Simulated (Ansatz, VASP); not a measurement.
**Si: VASP beside Ansatz**

```xyz
2
Lattice="0.0000 2.7353 2.7353 2.7353 0.0000 2.7353 2.7353 2.7353 0.0000" Properties=species:S:1:pos:R:3 pbc="T T T"
Si    0.0000    0.0000    0.0000
Si    1.3676    1.3676    1.3676
```

Alike in both runs: task relaxation of cell and atoms; functional PBE; k mesh 8 × 8 × 8; no spin polarisation.

```csv
,VASP,Ansatz
version,VASP 6.6.1,Ansatz 0.2.0
potentials or method,"VASP PAW PBE potentials, release 64 (Si), cutoff 500 eV","scalar-relativistic, plane waves, PAW"
occupations,"gaussian, width 0.01 eV",fixed
valence electrons in the cell,8,8
```

|  | VASP | Ansatz | Ansatz less VASP |
| --- | --- | --- | --- |
| gap on the k mesh at the Fermi level, each at its own relaxed structure (eV) | 0.65 | 0.65 | -0.001 |
| relaxed volume (Å³/atom) | 20.44 | 20.46 | +0.021 |
| relaxed cell length with the largest relative difference (Å) | 3.867 | 3.868 | +0.0013 |
